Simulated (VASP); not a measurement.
# Au: single point with PBE

The system is Au.

```
CELL_PARAMETERS angstrom
0.00000 2.03500 2.03500
2.03500 0.00000 2.03500
2.03500 2.03500 0.00000
ATOMIC_POSITIONS crystal
Au 0.00000 0.00000 0.00000
```

```yaml
Program: VASP 6.6.1
Task: single point
Functional: PBE
Potentials_or_basis: VASP PAW PBE potentials, release 64 (Au)
Cutoff: 500 eV
k_mesh: 11 × 11 × 11
Occupations: gaussian, width 0.022 eV
Spin: no spin polarisation
Dipole_correction: no
Further_INCAR_settings: ALGO = Normal; EDIFF = 1e-06; NBANDS = 12
```

| Property | Result |
| --- | --- |
| Pressure | 10.5 GPa |
| Band gap on the k mesh | zero (an odd number of electrons rules out a gap without spin polarisation) |

Levels at points of the mesh, in eV from the Fermi level:
```
           k point  band 2  band 3  band 4  band 5  band 6  band 7  band 8  band 9  band 10  band 11
(0.00, 0.00, 0.00)   -4.85   -4.85   -4.85   -3.31   -3.31   14.41   18.47   18.47    18.47    23.41
```

Wall time 3.6 s on 1 thread of Intel(R) Xeon(R) 6975P-C (Granite Rapids), with other jobs on the host, peak memory 0.14 GiB.

Caveat: the cell stands under pressure; spin-orbit coupling is left out, which moves the levels of the heavy elements.
